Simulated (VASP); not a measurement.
The system is MgS.

```
Mg S
1.0
     0.00000    2.83087    2.83087
     2.83087    0.00000    2.83087
     2.83087    2.83087    0.00000
Mg S
1 1
Direct
  0.00000 0.00000 0.00000
  0.75000 0.75000 0.75000
```

Base run:

* Program: VASP 6.6.1
* Functional: r2SCAN
* Potentials or basis: VASP PAW PBE potentials, release 64 (Mg, S)
* Cutoff: 520 eV
* k mesh: 8 × 8 × 8
* Occupations: gaussian, width 0.01 eV
* Spin: no spin polarisation

Its results: band gap on the k mesh 4.13 eV; pressure -0.3 GPa.

Question: The run is repeated on the same cell with these changes: functional from r2SCAN to PBE; k mesh from 8 × 8 × 8 to 4 × 4 × 4. What comes out?

Answer: Band gap on the k mesh 3.45 eV; pressure 1.0 GPa.

Several settings changed at once.

Caveats: some runs use coarse meshes; the PAW data sets were made with another functional, which shifts forces and pressure a little (at least some runs).

A k mesh can miss the band edges.
